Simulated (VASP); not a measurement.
# Rh (Fm-3m) in VASP: a series of runs

Rh is run at these levels: BLYP, RPBE; tasks: single point.

Everything below comes from runs of VASP 6.6.1. Logs are shortened: lines on timing, memory, paths and dates and some standing lists are left out, and cuts for length are marked.

## Step 1: The cell of the first run

The structure is cubic, space group Fm-3m (No. 225). Conventional cell: a = 3.796 Å, b = 3.796 Å, c = 3.796 Å, α = 90.00°, β = 90.00°, γ = 90.00°. Rh (site symmetry m-3m) has 12 Rh at 2.68 Å within 3.5 Å.

## Step 2: Single point, BLYP

Contents of INCAR:

```
SYSTEM = Rh
PREC = Accurate
ENCUT = 500
EDIFF = 1E-6
ISMEAR = 1
SIGMA = 0.1
LREAL = .False.
LASPH = .True.
NELM = 120
ALGO = Normal
ISIF = 2
LWAVE = .False.
LCHARG = .False.
GGA = B5
ALDAX = 1.0
AGGAX = 1.0
AGGAC = 1.0
ALDAC = 0.0
NBANDS = 14
GGA_COMPAT = .False.
```

Contents of KPOINTS:

```
regular mesh
0
Gamma
  14 14 14
  0 0 0
```

Contents of POSCAR:

```
Rh
1.0
    0.0000000000      1.8978500000      1.8978500000
    1.8978500000      0.0000000000      1.8978500000
    1.8978500000      1.8978500000      0.0000000000
Rh
1
Direct
    0.0000000000      0.0000000000      0.0000000000
```

Potentials or basis: VASP PAW PBE potentials, release 64 (Rh_pv).

Launch:

```sh
$ cat potpaw_PBE.64/Rh_pv/POTCAR > POTCAR
$ mpirun -np 1 vasp_std > vasp.out
```

OUTCAR:

```text
SYSTEM = Rh
   PREC = Accurate
   ENCUT = 500
   EDIFF = 1E-6
   ISMEAR = 1
   LREAL = .False.
   LASPH = .True.
   NELM = 120
   ISIF = 2
   GGA = B5

 ion  position               nearest neighbor table
   1  0.000  0.000  0.000-

  LATTYP: Found a face centered cubic cell.
 ALAT       =     3.7957000000

  Lattice vectors:

 A1 = (   0.0000000000,   1.8978500000,   1.8978500000)
 A2 = (   1.8978500000,   0.0000000000,   1.8978500000)
 A3 = (   1.8978500000,   1.8978500000,   0.0000000000)

Analysis of symmetry for initial positions (statically):
=====================================================================
 Subroutine PRICEL returns:
 Original cell was already a primitive cell.

 Routine SETGRP: Setting up the symmetry group for a
 face centered cubic supercell.

 Subroutine GETGRP returns: Found 48 space group operations
 (whereof 48 operations were pure point group operations)
 out of a pool of 48 trial point group operations.

The static configuration has the point symmetry O_h .

Analysis of symmetry for dynamics (positions and initial velocities):
=====================================================================
 Subroutine PRICEL returns:
 Original cell was already a primitive cell.

 Routine SETGRP: Setting up the symmetry group for a
 face centered cubic supercell.

 Subroutine GETGRP returns: Found 48 space group operations
 (whereof 48 operations were pure point group operations)
 out of a pool of 48 trial point group operations.

The dynamic configuration has the point symmetry O_h .

 Subroutine INISYM returns: Found 48 space group operations
 (whereof 48 operations are pure point group operations),
 and found     1 'primitive' translations

----------------------------------------------------------------------------------------

                                     Primitive cell

  volume of cell :      13.6715

  direct lattice vectors                    reciprocal lattice vectors
     0.000000000  1.897850000  1.897850000    -0.263456016  0.263456016  0.263456016
     1.897850000  0.000000000  1.897850000     0.263456016 -0.263456016  0.263456016
     1.897850000  1.897850000  0.000000000     0.263456016  0.263456016 -0.263456016

  length of vectors
     2.683965209  2.683965209  2.683965209     0.456319205  0.456319205  0.456319205

  position of ions in fractional coordinates (direct lattice)
     0.000000000  0.000000000  0.000000000

  ion indices of the primitive-cell ions
   primitive index   ion index
                 1           1

----------------------------------------------------------------------------------------

 KPOINTS: regular mesh

Automatic generation of k-mesh.
 Grid dimensions read from file:
 generate k-points for:   14   14   14

 Generating k-lattice:

  Cartesian coordinates                     Fractional coordinates (reciprocal lattice)
    -0.018818287  0.018818287  0.018818287     0.071428571  0.000000000  0.000000000
     0.018818287 -0.018818287  0.018818287     0.000000000  0.071428571  0.000000000
     0.018818287  0.018818287 -0.018818287     0.000000000  0.000000000  0.071428571

  Length of vectors
     0.032594229  0.032594229  0.032594229

  Shift w.r.t. Gamma in fractional coordinates (k-lattice)
     0.000000000  0.000000000  0.000000000

 Subroutine IBZKPT returns following result:
 ===========================================

 Found    104 irreducible k-points:

 Following reciprocal coordinates:
            Coordinates               Weight
  0.000000  0.000000  0.000000      1.000000
  0.071429  0.000000  0.000000      8.000000
  0.142857  0.000000  0.000000      8.000000
  0.214286  0.000000  0.000000      8.000000
  0.285714  0.000000  0.000000      8.000000
  0.357143  0.000000  0.000000      8.000000
[... 16 lines left out ...]
  0.214286  0.142857  0.000000     24.000000
  0.285714  0.142857  0.000000     24.000000
 [... further k-points ...]
   k-points           NKPTS =    104   k-points in BZ     NKDIM =    104   number of bands    NBANDS=     14
   number of dos      NEDOS =    301   number of ions     NIONS =      1
   total plane-waves  NPLWV =   8000
   dimension x,y,z NGX =    20 NGY =   20 NGZ =   20
   dimension x,y,z NGXF=    40 NGYF=   40 NGZF=   40
   ions per type =               1
   NGX,Y,Z   is equivalent  to a cutoff of  12.39, 12.39, 12.39 a.u.
   NGXF,Y,Z  is equivalent  to a cutoff of  24.78, 24.78, 24.78 a.u.
 SYSTEM =  Rh
   PREC   = accura    normal or accurate (medium, high low for compatibility)
   ISTART =      0    job   : 0-new  1-cont  2-samecut
   ICHARG =      2    charge: 1-file 2-atom 10-const
   ISPIN  =      1    spin polarized calculation?
   LNONCOLLINEAR =      F non collinear calculations
   LSORBIT =      F    spin-orbit coupling
   LASPH  =      T    aspherical Exc in radial PAW
   ENCUT  =  500.0 eV  36.75 Ry    6.06 a.u.   4.89  4.89  4.89*2*pi/ulx,y,z
   NELM   =    120;   NELMIN=  2; NELMDL= -5     # of ELM steps
   EDIFF  = 0.1E-05   stopping-criterion for ELM
   LREAL  =      F    real-space projection
   EDIFFG = 0.1E-04   stopping-criterion for IOM
   NSW    =      0    number of steps for IOM
   IBRION =     -1    ionic relax: 0-MD 1-quasi-New 2-CG
   NFREE  =      0    steps in history (QN), initial steepest desc. (CG)
   ISIF   =      2    stress and relaxation
   ISYM   =      2    0-nonsym 1-usesym 2-fastsym
   POTIM  = 0.5000    time-step for ionic-motion
   TEBEG  =    0.0;   TEEND  =   0.0 temperature during run
   PSTRESS=    0.0 pullay stress
   NELECT =      15.0000    total number of electrons
   NUPDOWN=      -1.0000    fix difference up-down
   EMIN   =  10.00;   EMAX   =-10.00  energy-range for DOS
   EFERMI =   0.00;   METHOD = LEGACY
   ISMEAR =     1;   SIGMA  =   0.10  broadening in eV -4-tet -1-fermi 0-gaus
   EFERMI_NEDOS =   21; number of points for ismear=-14 and -15
   IALGO  =     38    algorithm
   IMIX   =      4    mixing-type and parameters
     AMIX     =   0.40;   BMIX     =  1.00
     AMIX_MAG =   1.60;   BMIX_MAG =  1.00
  volume/ion in A,a.u.               =      13.67        92.26
  Fermi-wavevector in a.u.,A,eV,Ry     =   1.688496  3.190795 38.790465  2.851019
  Thomas-Fermi vector in A             =   2.770792
   LORBIT       =      0    0 simple, 1 ext, 2 COOP (PROOUT), +10 PAW based schemes
   GGA     = B5    functional components
   LHFCALC =     F    Hartree Fock is set to
   AEXX    =    0.0000 exact exchange contribution
   IVDW    =     0    specifies the selected vdW correction
   LEPSILON=     F    determine dielectric tensor
   LRPA    =     F    only Hartree local field effects (RPA)
 non-spin polarized calculation
 Methfessel and Paxton  Order N= 1 SIGMA  =   0.10
  energy-cutoff  :      500.00
  volume of cell :       13.67
 maximum number of plane-waves:       356
   NGX =  9   NGY =  9   NGZ =  9

 number of electron      15.0000007 magnetization

 Free energy of the ion-electron system (eV)
  ---------------------------------------------------
  ext. energy  EPLUGINS =         0.00000000
  ---------------------------------------------------
  free energy    TOTEN  =        -6.08711108 eV

  energy without entropy =       -6.08639467  energy(sigma->0) =       -6.08687227

 E-fermi :  12.5093     XC(G=0): -13.4142

 val. band max:       12.5031063859   @ k =  -0.2857   0.3571   0.0714
 cond. band min:      12.5441698667   @ k =   0.4286   0.2857   0.0714
 fundamental gap:      0.0410634808
 Fermi energy:        12.5092786080

 k-point     1 :       0.0000    0.0000    0.0000
  band No.  band energies     occupation
      1     -33.6601      2.00000
      2     -33.6601      2.00000
      3     -33.6601      2.00000
      4       4.7503      2.00000
      5       9.4362      2.00000
      6       9.4362      2.00000
      7       9.4362      2.00000
      8      11.5187      2.00000
      9      11.5187      2.00000
     10      28.8293      0.00000
     11      32.8256      0.00000
     12      34.1854      0.00000
     13      34.1854      0.00000
     14      34.1854      0.00000

 k-point     2 :       0.0714    0.0000    0.0000
  band No.  band energies     occupation
      1     -33.6989      2.00000
      2     -33.6653      2.00000
      3     -33.6653      2.00000
      4       4.9568      2.00000
      5       9.3496      2.00000
      6       9.5161      2.00000
      7       9.5161      2.00000
      8      11.4755      2.00000
      9      11.4755      2.00000
     10      29.1268      0.00000
     11      32.8181      0.00000
     12      33.1662      0.00000
     13      34.4892      0.00000
     14      34.4892      0.00000

 k-point     3 :       0.1429    0.0000    0.0000
  band No.  band energies     occupation
      1     -33.8068      2.00000
      2     -33.6800      2.00000
      3     -33.6800      2.00000
      4       5.5247      2.00000
      5       9.1702      2.00000
      6       9.7011      2.00000
      7       9.7011      2.00000
      8      11.4119      2.00000
      9      11.4119      2.00000
     10      29.8453      0.00000
     11      31.2014      0.00000
     12      32.8298      0.00000
     13      35.3520      0.00000
     14      35.3520      0.00000
[... 324 lines left out ...]
 k-point    23 :       0.2143    0.1429    0.0000
  band No.  band energies     occupation
      1     -33.9022      2.00000
      2     -33.7393      2.00000
      3     -33.7330      2.00000
      4       6.3735      2.00000
      5       8.5174      2.00000
      6      10.1073      2.00000
      7      10.2547      2.00000
      8      10.8790      2.00000
      9      11.9417      2.00000
     10      30.8398      0.00000
     11      31.2195      0.00000
     12      32.8272      0.00000
     13      33.7240      0.00000
     14      34.3293      0.00000

 k-point    24 :       0.2857    0.1429    0.0000
  band No.  band energies     occupation
      1     -34.0399      2.00000
      2     -33.7655      2.00000
      3     -33.7573      2.00000
      4       6.9742      2.00000
      5       8.4683      2.00000
      6       9.7899      2.00000
      7      10.3515      2.00000
      8      11.6463      2.00000
      9      12.2585      2.00224
     10      28.7980      0.00000
     11      31.2890      0.00000
     12      32.8249      0.00000
     13      33.4123      0.00000
     14      34.7446      0.00000

 [... further k-points ...]
[... 5 lines left out ...]
  --------------------------------------------------------------------------------------
  -------------------------------------------------------------------------------------
  Total        1.8889511      1.8889511      1.8889511      0.0000000      0.0000000      0.0000000
  in kB      221.3684078    221.3684078    221.3684078      0.0000000      0.0000000      0.0000000
  external PRESSURE =     221.3684078 kB  Pullay stress =       0.0000000 kB

 VOLUME and BASIS-vectors are now :
 -----------------------------------------------------------------------------
  energy-cutoff  :      500.00
  volume of cell :       13.67
      direct lattice vectors                 reciprocal lattice vectors
     0.000000000  1.897850000  1.897850000    -0.263456016  0.263456016  0.263456016
     1.897850000  0.000000000  1.897850000     0.263456016 -0.263456016  0.263456016
     1.897850000  1.897850000  0.000000000     0.263456016  0.263456016 -0.263456016

 POSITION                                       TOTAL-FORCE (eV/Angst)
 -----------------------------------------------------------------------------------
      0.00000      0.00000      0.00000         0.000000      0.000000      0.000000
 -----------------------------------------------------------------------------------
    total drift:                                0.000000      0.000000      0.000000

  FREE ENERGIE OF THE ION-ELECTRON SYSTEM (eV)
  ---------------------------------------------------
  free  energy   TOTEN  =        -6.0871110791 eV

  energy  without entropy=       -6.0863946656  energy(sigma->0) =       -6.08687227
```

Wall time 31 s (1 thread of Intel Xeon 8259CL, shared host); peak memory 0.13 GiB.

What came out:

```yaml
Free_energy: -6.0871 eV
Pressure: 22.1 GPa
Band_gap_on_the_k_mesh: zero (an odd number of electrons rules out a gap without spin polarisation)
```

Levels at points of the mesh, in eV from the Fermi level:
```
           k point  band 4  band 5  band 6  band 7  band 8  band 9  band 10  band 11
(0.00, 0.00, 0.00)   -7.76   -3.07   -3.07   -3.07   -0.99   -0.99    16.32    20.32
(0.50, 0.00, 0.00)   -6.06   -3.15   -3.15    0.60    0.60    1.06     8.79    15.86
(0.50, 0.50, 0.00)   -6.26   -5.92    0.56    1.03    1.03    3.55    12.50    13.53
```

Caveat: the cell stands under pressure; the PAW data sets were made with another functional, which shifts forces and pressure a little.

## Step 3: Single point, RPBE

Contents of INCAR:

```
SYSTEM = Rh
PREC     = Accurate       ! precision mode
ENCUT    = 500            ! plane-wave cutoff, eV
EDIFF    = 1E-6           ! SCF threshold, eV
ISMEAR   = 1              ! smearing method
SIGMA    = 0.1            ! smearing width, eV
LREAL    = .FALSE.        ! projectors in reciprocal space
LASPH    = .TRUE.         ! aspherical terms in the spheres
NELM     = 120            ! most SCF steps
ALGO     = Normal         ! electronic algorithm
ISIF     = 2              ! what is computed and relaxed
LWAVE    = .FALSE.        ! write WAVECAR
LCHARG   = .FALSE.        ! write CHGCAR
GGA      = RP             ! functional
NBANDS   = 14             ! bands
GGA_COMPAT= .FALSE.
```

Contents of KPOINTS:

```
Automatic mesh
0
G
  14 14 14
  0 0 0
```

POSCAR is that of step 2.

Potentials or basis: VASP PAW PBE potentials, release 64 (Rh_pv).

Launch:

```sh
$ cat potpaw_PBE.64/Rh_pv/POTCAR > POTCAR
$ mpirun -np 1 vasp_std > vasp.out
```

OUTCAR:

```text
SYSTEM = Rh
   PREC = Accurate
   ENCUT = 500
   EDIFF = 1E-6
   ISMEAR = 1
   LREAL = .FALSE.
   LASPH = .TRUE.
   NELM = 120
   ISIF = 2
   GGA = RP

 ion  position               nearest neighbor table
   1  0.000  0.000  0.000-

  LATTYP: Found a face centered cubic cell.
 ALAT       =     3.7957000000

  Lattice vectors:

 A1 = (   0.0000000000,   1.8978500000,   1.8978500000)
 A2 = (   1.8978500000,   0.0000000000,   1.8978500000)
 A3 = (   1.8978500000,   1.8978500000,   0.0000000000)

Analysis of symmetry for initial positions (statically):
[... 578 lines left out ...]
      8      11.1845      2.00000
      9      11.8286      2.00498
     10      28.1261      0.00000
     11      30.5320      0.00000
     12      32.7004      0.00000
     13      32.8549      0.00000
     14      34.0875      0.00000

 [... further k-points ...]
[... 5 lines left out ...]
  --------------------------------------------------------------------------------------
  -------------------------------------------------------------------------------------
  Total        1.0737957      1.0737957      1.0737957     -0.0000000      0.0000000      0.0000000
  in kB      125.8393913    125.8393913    125.8393913     -0.0000000      0.0000000      0.0000000
  external PRESSURE =     125.8393913 kB  Pullay stress =       0.0000000 kB

 VOLUME and BASIS-vectors are now :
 -----------------------------------------------------------------------------
  energy-cutoff  :      500.00
  volume of cell :       13.67
      direct lattice vectors                 reciprocal lattice vectors
     0.000000000  1.897850000  1.897850000    -0.263456016  0.263456016  0.263456016
     1.897850000  0.000000000  1.897850000     0.263456016 -0.263456016  0.263456016
     1.897850000  1.897850000  0.000000000     0.263456016  0.263456016 -0.263456016

 POSITION                                       TOTAL-FORCE (eV/Angst)
 -----------------------------------------------------------------------------------
      0.00000      0.00000      0.00000         0.000000      0.000000      0.000000
 -----------------------------------------------------------------------------------
    total drift:                                0.000000     -0.000000      0.000000

  FREE ENERGIE OF THE ION-ELECTRON SYSTEM (eV)
  ---------------------------------------------------
  free  energy   TOTEN  =        -6.5923682443 eV

  energy  without entropy=       -6.5913763292  energy(sigma->0) =       -6.59203761
```

OSZICAR:

```text
N       E                     dE             d eps       ncg     rms          rms(c)
DAV:   1     0.118204057738E+03    0.11820E+03   -0.87254E+03  2936   0.112E+03
DAV:   2    -0.545287496352E+01   -0.12366E+03   -0.11825E+03  3236   0.336E+02
DAV:   3    -0.702449658526E+01   -0.15716E+01   -0.15689E+01  3416   0.413E+01
DAV:   4    -0.703045952751E+01   -0.59629E-02   -0.59627E-02  3394   0.261E+00
DAV:   5    -0.703051126239E+01   -0.51735E-04   -0.51733E-04  3332   0.214E-01    0.995E+00
DAV:   6    -0.660943043302E+01    0.42108E+00   -0.70657E-01  3092   0.117E+01    0.370E+00
DAV:   7    -0.659496641800E+01    0.14464E-01   -0.17584E-02  3338   0.167E+00    0.173E+00
DAV:   8    -0.659256887907E+01    0.23975E-02   -0.40719E-03  3056   0.851E-01    0.235E-01
DAV:   9    -0.659236797164E+01    0.20091E-03   -0.20932E-04  3086   0.204E-01    0.132E-02
DAV:  10    -0.659236824427E+01   -0.27264E-06   -0.42170E-06  3260   0.251E-02
   1 F= -.65923682E+01 E0= -.65920376E+01  d E =-.991915E-03
```

stdout:

```text
POSCAR found type information on POSCAR Rh
 POSCAR found :  1 types and       1 ions
 scaLAPACK will be used
 -----------------------------------------------------------------------------
|                                                                             |
|                                                                             |
|     You enforced a specific xc type in the INCAR file but a different       |
|     I HOPE YOU KNOW WHAT YOU ARE DOING!                                     |
|                                                                             |
 -----------------------------------------------------------------------------

 LDA part: xc-table for (Slater+PW92), standard interpolation
 POSCAR, INCAR and KPOINTS ok, starting setup
 FFT: planning ... GRIDC
 FFT: planning ... GRID_SOFT
 FFT: planning ... GRID
 WAVECAR not read
 entering main loop
```

Wall time 22 s (1 thread of Intel Xeon 8259CL, shared host); peak memory 0.14 GiB.

Results:

```
Free energy            : -6.5924 eV
Pressure               : 12.6 GPa
Band gap on the k mesh : zero (an odd number of electrons rules out a gap without spin polarisation)
```

Levels at points of the mesh, in eV from the Fermi level:
| k point | band 3 | band 4 | band 5 | band 6 | band 7 | band 8 | band 9 | band 10 | band 11 | band 12 |
| --- | --- | --- | --- | --- | --- | --- | --- | --- | --- | --- |
| (0.00, 0.00, 0.00) | -46.35 | -7.93 | -3.06 | -3.06 | -3.06 | -0.96 | -0.96 | 16.03 | 20.64 | 21.54 |
| (0.50, 0.00, 0.00) | -46.45 | -6.11 | -3.14 | -3.14 | 0.61 | 0.61 | 0.78 | 8.77 | 15.54 | 20.64 |
| (0.50, 0.50, 0.00) | -46.62 | -6.33 | -5.95 | 0.58 | 1.03 | 1.03 | 3.33 | 12.41 | 13.43 | 13.43 |

Caveat: the cell stands under pressure; the PAW data sets were made with another functional, which shifts forces and pressure a little.
